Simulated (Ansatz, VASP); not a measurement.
This is a calculation of Ni for Ansatz 0.2.0.

input.yaml

```yaml
crystal:
  lattice:
    - [0.0, 1.737572933, 1.737572933]
    - [1.737572933, 0.0, 1.737572933]
    - [1.737572933, 1.737572933, 0.0]
  atoms:
    - { symbol: Ni, position: [0.0, 0.0, 0.0], spin: 1.2 }
hamiltonian:
  xc: pbe
  pseudopotentials: { kind: paw }
magnetization:
  spin_polarized: true
  initial_magnetization: 1.2
  spin_locking: { lock_magnetization: hard }
kpoints:
  mp_grid: { grid: [11, 11, 11] }
scf:
  occupations: { method: fermi_dirac, width: 0.05 }
  lower_state_search: "off"
output:
  forces: true
  stress: true
  eigenvalues: true
```

Potentials or basis: Ansatz PAW.

Launch:

```console
$ ansatz run input.yaml --threads 2 --pin off --max-ram 5632MiB --backend cpu --events-out ev --progress --plain --runs-dir out
```

Set up the same calculation for VASP 6.6.1. Potentials there: VASP PAW PBE potentials, release 64 (Ni).

As run (the cutoff follows the program's own potentials):

Contents of INCAR:

```
SYSTEM = Ni
  PREC = Accurate
  ENCUT = 520
  EDIFF = 1E-7
  ISMEAR = -1
  SIGMA = 0.05
  LREAL = .False.
  LASPH = .True.
  NELM = 150
  ALGO = Normal
  ISIF = 2
  LWAVE = .False.
  LCHARG = .False.
  ISPIN = 2
  MAGMOM = 1.2
  LORBIT = 11
  NUPDOWN = 1.2
  LMAXMIX = 4
  GGA = PE
  NBANDS = 15
```

KPOINTS

```
Automatic mesh
0
Gamma
  11 11 11
  0 0 0
```

POSCAR

```
Ni
1.0
    0.0000000000      1.7375729330      1.7375729330
    1.7375729330      0.0000000000      1.7375729330
    1.7375729330      1.7375729330      0.0000000000
Ni
1
Direct
    0.0000000000      0.0000000000      0.0000000000
```

Potentials or basis: VASP PAW PBE potentials, release 64 (Ni).

Run with:

```sh
$ cat potpaw_PBE.64/Ni/POTCAR > POTCAR
$ mpirun -np 1 vasp_std > vasp.out
```

Both were run:

|  | VASP | Ansatz | Ansatz less VASP |
| --- | --- | --- | --- |
| pressure (GPa) | 14.9 | 15.1 | +0.20 |
| net moment per atom (μB) | 1.20 | 1.20 | 0.000 |
| size of the moment on the site where the two differ most (μB) | 1.18 | 1.18 | +0.006 |

Site moments also hang on the region over which each program counts them. VASP's potentials hold 10 valence electrons a cell and Ansatz's 18, so a difference there can come from the potentials and not from the codes.
